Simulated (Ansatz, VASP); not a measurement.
## Ta4O in VASP and in Ansatz

INCAR

```
ALGO = Normal
EDIFF = 1E-7
ENCUT = 520
GGA = PS
ISIF = 2
ISMEAR = 1
LASPH = T
LCHARG = F
LREAL = F
LWAVE = F
NBANDS = 33
NELM = 100
PREC = Accurate
SIGMA = 0.5
```

Contents of KPOINTS:

```
k-points
0
Gamma
  12 12 6
```

The input POSCAR:

```
Ta4O
1.0
    3.2574970000      0.0000000000      0.0000000000
    0.0000000000      3.2574970000      0.0000000000
    0.0000000000      0.0000000000      7.4093410000
Ta O
4 1
Direct
    0.0000000000      0.0000000000      0.5000000000
    0.5000000000      0.5000000000      0.7831580000
    0.5000000000      0.5000000000      0.2168420000
    0.0000000000      0.0000000000      0.0000000000
    0.5000000000      0.5000000000      0.5000000000
```

Input for Ansatz:

```yaml
crystal:
  lattice:
    - [3.257497, 0.0, 0.0]
    - [0.0, 3.257497, 0.0]
    - [0.0, 0.0, 7.409341]
  atoms:
    - { symbol: Ta, position: [0.0, 0.0, 0.5] }
    - { symbol: Ta, position: [0.5, 0.5, 0.783158] }
    - { symbol: Ta, position: [0.5, 0.5, 0.216842] }
    - { symbol: Ta, position: [0.0, 0.0, 0.0] }
    - { symbol: O, position: [0.5, 0.5, 0.5] }
basis:
  ecutwfc: 420
kpoints:
  mp_grid: { grid: [12, 12, 6] }
hamiltonian:
  xc: pbesol
scf:
  occupations: { method: methfessel_paxton, width: 0.5 }
output:
  forces: true
  stress: true
  eigenvalues: true
```

Alike in both runs: task single point; functional PBEsol; k mesh 12 × 12 × 6; occupations methfessel-paxton of order 1, width 0.5 eV; no spin polarisation.

|  | VASP | Ansatz |
| --- | --- | --- |
| version | VASP 6.6.1 | Ansatz 0.2.0 |
| potentials or method | VASP PAW PBE potentials, release 64 (Ta_pv, O), cutoff 520 eV | scalar-relativistic, plane waves, PAW |
| valence electrons in the cell | 50 | 58 |

```tsv
	VASP	Ansatz	Ansatz less VASP
gap on the k mesh at the Fermi level (eV)	none	none	-
pressure (GPa)	-8.0	-8.2	-0.28
traceless stress, the component that is largest in VASP (GPa)	-0.34	-0.46	-0.124
rms of the force components (eV/Å)	0.013	0.026	+0.0127
```

VASP's potentials were made for PBE, not for PBEsol. Atom by atom the forces differ by 0.013 eV/Å (rms over components). A gap of «none» marks a metal or a gap that the smearing closes. VASP's potentials hold 50 valence electrons a cell and Ansatz's 58, so a difference there can come from the potentials and not from the codes.

Neither program's run includes spin-orbit coupling.
